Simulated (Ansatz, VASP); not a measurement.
HfN: VASP beside Ansatz

```
Hf N
1.0
     0.04518    2.28159    2.28159
     2.28159    0.04518    2.28159
     2.28159    2.28159    0.04518
Hf N
1 1
Direct
  0.00000 0.00000 0.00000
  0.50000 0.50000 0.50000
```

Change from the starting cell: equal xy, yz and zx shear strains of +2 %.

Alike in both runs: task single point; functional PBEsol; k mesh 10 × 10 × 10; occupations fermi-dirac, width 0.01 eV; no spin polarisation.

|  | VASP | Ansatz |
| --- | --- | --- |
| version | VASP 6.6.1 | Ansatz 0.2.0 |
| potentials or method | VASP PAW PBE potentials, release 64 (Hf_pv, N), cutoff 520 eV | all-electron LAPW, scalar-relativistic |

```tsv
	VASP	Ansatz	Ansatz less VASP
pressure (GPa)	-5.1	-2.9	+2.22
traceless stress, the component that is largest in VASP (GPa)	-1.99	-2.01	-0.019
```

VASP's potentials were made for PBE, not for PBEsol. Ansatz ran all-electron here, and VASP with PAW potentials.

Spin-orbit coupling is off throughout.
